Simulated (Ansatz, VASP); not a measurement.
**Two plane-wave programs on Si3C**

```
Si C
1.0
     2.88765    0.00000    0.00000
    -1.44382    2.50078    0.00000
     0.00000    0.00000    6.65328
Si C
3 1
Direct
  0.33333 0.66667 0.81684
  0.33333 0.66667 0.18316
  0.66667 0.33333 0.50000
  0.66667 0.33333 0.00000
```

Alike in both runs: task relaxation of cell and atoms; functional PBE; k mesh 18 × 18 × 8; occupations gaussian, width 0.1 eV; no spin polarisation.

|  | VASP | Ansatz |
| --- | --- | --- |
| version | VASP 6.6.1 | Ansatz 0.2.0 |
| potentials or method | VASP PAW PBE potentials, release 64 (Si, C), cutoff 600 eV | scalar-relativistic, plane waves, PAW |
| valence electrons in the cell | 16 | 16 |

VASP gave:

| Property | Result |
| --- | --- |
| gap on the k mesh at the Fermi level, each at its own relaxed structure (eV) | none |
| relaxed volume (Å³/atom) | 11.96 |
| relaxed cell length with the largest relative difference (Å) | 6.541 |

Which values does Ansatz return?

gap on the k mesh at the Fermi level, each at its own relaxed structure (eV): none; relaxed volume (Å³/atom): 11.96; relaxed cell length with the largest relative difference (Å): 6.547.

A gap of «none» marks a metal or a gap that the smearing closes.
